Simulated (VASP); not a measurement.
# CrCN (P-6m2) in VASP: further runs, part 2 of 2

VASP 6.6.1. Earlier steps stand in the parts before.

### 3 Relaxation of cell and atoms, PBE, collinear spin, ferromagnetic start

This run uses another cell than the first one, of 11.53 Å³/atom, 1.377 times its volume.

INCAR reads:

```
SYSTEM = CrCN
ALGO     = Normal         ! electronic algorithm
EDIFF    = 1E-7           ! SCF threshold, eV
EDIFFG   = -0.04          ! ionic threshold
ENCUT    = 600            ! plane-wave cutoff, eV
GGA      = PE             ! functional
IBRION   = 2              ! ionic algorithm
ISIF     = 3              ! what is computed and relaxed
ISMEAR   = 0              ! smearing method
ISPIN    = 2              ! spin polarisation
LASPH    = .TRUE.         ! aspherical terms in the spheres
LCHARG   = .FALSE.        ! write CHGCAR
LMAXMIX  = 4              ! l up to which the mixer works
LORBIT   = 11             ! projections on sites
LREAL    = .FALSE.        ! projectors in reciprocal space
LWAVE    = .FALSE.        ! write WAVECAR
MAGMOM   = 3 0 0          ! initial moments
NELM     = 150            ! most SCF steps
NSW      = 90             ! ionic steps
PREC     = Accurate       ! precision mode
SIGMA    = 0.1            ! smearing width, eV
```

KPOINTS reads:

```
k-points
0
G
  6 6 6
  0 0 0
```

POSCAR reads:

```
CrCN
1.0
    3.4376765100      0.0000000000      0.0000000000
   -1.7188382500      2.9771151800      0.0000000000
    0.0000000000      0.0000000000      3.3796829200
Cr C N
1 1 1
Direct
    0.3333333300      0.6666666700      0.5000000000
    0.0000000000      0.0000000000      0.0000000000
    0.6666666700      0.3333333300      0.5000000000
```

Potentials or basis: VASP PAW PBE potentials, release 64 (Cr_pv, C, N).

On the command line:

```console
> cat potpaw_PBE.64/Cr_pv/POTCAR potpaw_PBE.64/C/POTCAR potpaw_PBE.64/N/POTCAR > POTCAR
> mpirun -np 1 vasp_std > vasp.out
```

OUTCAR:

```text
SYSTEM = CrCN
   EDIFF = 1E-7
   EDIFFG = -0.04
   ENCUT = 600
   GGA = PE
   IBRION = 2
   ISIF = 3
   ISMEAR = 0
   ISPIN = 2
   LASPH = .TRUE.
   LORBIT = 11
   LREAL = .FALSE.
   NELM = 150
   NSW = 90
   PREC = Accurate

 ion  position               nearest neighbor table
   1  0.333  0.667  0.500-   3 1.98   3 1.98   3 1.98   2 2.61   2 2.61   2 2.61   2 2.61   2 2.61
                             2 2.61
   2  0.000  0.000  0.000-   1 2.61   1 2.61   1 2.61   1 2.61   1 2.61   1 2.61
   3  0.667  0.333  0.500-   1 1.98   1 1.98   1 1.98

  LATTYP: Found a hexagonal cell.
 ALAT       =     3.4376765100
 C/A-ratio  =     0.9831300037

  Lattice vectors:

 A1 = (   3.4376765100,   0.0000000000,   0.0000000000)
 A2 = (  -1.7188382500,   2.9771151800,   0.0000000000)
 A3 = (   0.0000000000,   0.0000000000,   3.3796829200)

Analysis of symmetry for initial positions (statically):
=====================================================================
 Subroutine PRICEL returns:
[... 1398 lines left out ...]

  energy without entropy =      -23.26909159  energy(sigma->0) =      -23.27337463

 E-fermi :   9.1630     XC(G=0): -13.1541

 val. band max:        9.0828601745   @ k =   0.3333   0.0000   0.3333
 cond. band min:       9.1921096006   @ k =   0.1667   0.0000   0.1667
 fundamental gap:      0.1092494260
 Fermi energy:         9.1630153804

 spin component 1

 k-point     1 :       0.0000    0.0000    0.0000
  band No.  band energies     occupation
      1     -34.8419      1.00000
      2     -34.8419      1.00000
      3     -34.5411      1.00000
      4      -8.5432      1.00000
      5       0.6228      1.00000
      6       2.2839      1.00000
[... 937 lines left out ...]
  FREE ENERGIE OF THE ION-ELECTRON SYSTEM (eV)
  ---------------------------------------------------
  free  energy   TOTEN  =       -23.2776576629 eV

  energy  without entropy=      -23.2690915895  energy(sigma->0) =      -23.27337463

 reached required accuracy - stopping structural energy minimisation

 total charge

# of ion       s       p       d       tot
------------------------------------------
    1        0.386   6.451   4.363  11.200
    2        0.965   1.198   0.000   2.163
    3        1.301   2.364   0.000   3.665
--------------------------------------------------
tot          2.652  10.012   4.363  17.028

 magnetization (x)

# of ion       s       p       d       tot
------------------------------------------
    1       -0.000  -0.000  -0.000  -0.000
    2        0.000  -0.000   0.000  -0.000
    3       -0.000   0.000   0.000   0.000
--------------------------------------------------
tot         -0.000  -0.000  -0.000  -0.000
```

CONTCAR:

```text
CrCN
   1.00000000000000
     3.1763867698496560   -0.0000000004801174    0.0000000000000000
    -1.5881933807206596    2.7508316293761479   -0.0000000000000000
    -0.0000000000000000    0.0000000000000000    2.8737504599479688
  Cr              C               N
     1     1     1
Direct
     0.3333333300000021    0.6666666699999979    0.5000000000000000
     0.0000000000000000    0.0000000000000000    0.0000000000000000
     0.6666666699999979    0.3333333300000021    0.5000000000000000

  0.00000000E+00  0.00000000E+00  0.00000000E+00
  0.00000000E+00  0.00000000E+00  0.00000000E+00
  0.00000000E+00  0.00000000E+00  0.00000000E+00
```

It took 3 min on 1 thread of Intel Xeon Platinum 8488C (Sapphire Rapids), shared host; peak memory 0.2 GiB.

What came out:

- Free energy: -23.2777 eV
- Relaxed volume: 8.37 Å³/atom
- Relaxed cell: a = 3.176 Å, b = 3.176 Å, c = 2.874 Å, α = 90.00°, β = 90.00°, γ = 120.00°
- Space group after relaxing (to 0.05 Å): P-6m2 (No. 187)
- Energy gained by relaxing: 447.4 meV/atom
- Ionic steps: 8
- Pressure after relaxing: 0.1 GPa
- Net moment: 0.00 μB per cell
- Valence electrons inside the program's atomic spheres: Cr 11.20; C 2.16; N 3.67

Step by step:
| step | energy change (eV) | largest force (eV/Å) | pressure (GPa) | volume (Å³) |
| --- | --- | --- | --- | --- |
| 1 | 0.0000 | 0.0000 | -33.78 | 34.59 |
| 2 | -0.6280 | 0.0000 | 41.86 | 23.75 |
| 3 | -1.1120 | 0.0000 | -3.70 | 27.19 |
| 4 | -1.2805 | 0.0000 | 0.23 | 25.85 |
| 5 | -1.3282 | 0.0000 | 4.11 | 25.01 |
| 6 | -1.3312 | 0.0000 | 5.85 | 24.71 |
| 7 | -1.3207 | 0.0000 | -7.23 | 25.68 |
| 8 | -1.3422 | 0.0000 | 0.09 | 25.11 |

Final structure:
```xyz
3
Lattice="3.1764 0.0000 0.0000 -1.5882 2.7508 0.0000 0.0000 0.0000 2.8738" Properties=species:S:1:pos:R:3 pbc="T T T"
Cr    0.0000    1.8339    1.4369
C     0.0000    0.0000    0.0000
N     1.5882    0.9169    1.4369
```

Caveat: the starting moments collapsed, and a magnetic state may lie lower; the volume moved by over 15 % at a fixed basis, so the end points are rough. With open d or f shells a metallic result of PBE can be an artefact of self-interaction; +U or a hybrid may open a gap.

### 4 Relaxation of cell and atoms, PBE

INCAR reads:

```
SYSTEM = CrCN
ALGO = Normal
EDIFF = 1E-7
EDIFFG = -0.01
ENCUT = 600
GGA = PE
IBRION = 2
ISIF = 3
ISMEAR = 0
LASPH = .TRUE.
LCHARG = .FALSE.
LREAL = .FALSE.
LWAVE = .FALSE.
NELM = 100
NSW = 100
PREC = Accurate
SIGMA = 0.1
```

KPOINTS reads:

```
k-points
0
G
  18 18 16
  0 0 0
```

POSCAR reads:

```
CrCN
1.0
    3.1739013906      0.0000000000      0.0000000000
   -1.5869506953      2.7486792334      0.0000000000
    0.0000000000      0.0000000000      2.8804995616
Cr C N
1 1 1
Direct
    0.3333333333      0.6666666667      0.5000000000
    0.0000000000      0.0000000000      0.0000000000
    0.6666666667      0.3333333333      0.5000000000
```

On the command line:

```console
> cat potpaw_PBE.64/Cr_pv/POTCAR potpaw_PBE.64/C/POTCAR potpaw_PBE.64/N/POTCAR > POTCAR
> mpirun -np 1 vasp_std > vasp.out
```

Wall time 3.7 min (1 thread of Intel Xeon Platinum 8488C (Sapphire Rapids), shared host); peak memory 0.3 GiB.

Results (log left out):

```yaml
Free_energy: -23.2720 eV
Relaxed_volume: 8.38 Å³/atom
Relaxed_cell: a = 3.177 Å, b = 3.177 Å, c = 2.876 Å, α = 90.00°, β = 90.00°, γ = 120.00°
Space_group_after_relaxing_to_0.05_Å: P-6m2 (No. 187)
Energy_gained_by_relaxing: 0.0 meV/atom
Ionic_steps: 4
Pressure_after_relaxing: -0.1 GPa
```

The path:
```csv
step,energy change (eV),largest force (eV/Å),pressure (GPa),volume (Å³)
1,0.0000,0.0000,0.27,25.13
2,0.0000,0.0000,-0.58,25.18
3,-0.0001,0.0000,-0.23,25.16
4,-0.0001,0.0000,-0.08,25.13
```

Final structure:
```
Cr C N
1.0
     3.17680    0.00000    0.00000
    -1.58840    2.75119    0.00000
     0.00000    0.00000    2.87564
Cr C N
1 1 1
Direct
  0.33333 0.66667 0.50000
  0.00000 0.00000 0.00000
  0.66667 0.33333 0.50000
```

Levels at points of the mesh, in eV from the Fermi level:
| k point | band 7 | band 8 | band 9 | band 10 | band 11 | band 12 | band 13 | band 14 |
| --- | --- | --- | --- | --- | --- | --- | --- | --- |
| (0.00, 0.00, 0.00) | -6.88 | -3.39 | -1.09 | -0.16 | -0.16 | 1.09 | 1.09 | 3.25 |
| (0.50, 0.00, 0.00) | -4.26 | -4.04 | -3.41 | -1.46 | -0.37 | 0.47 | 1.01 | 3.28 |
| (0.00, 0.00, 0.50) | -6.14 | -2.11 | -2.11 | -1.49 | -0.58 | 1.08 | 1.89 | 1.89 |
| (0.50, 0.00, 0.50) | -6.47 | -4.13 | -3.48 | -1.74 | 0.96 | 1.04 | 1.89 | 1.93 |

Caveat: the run has no spin polarisation, though such a crystal can be magnetic. With open d or f shells a metallic result of PBE can be an artefact of self-interaction; +U or a hybrid may open a gap.
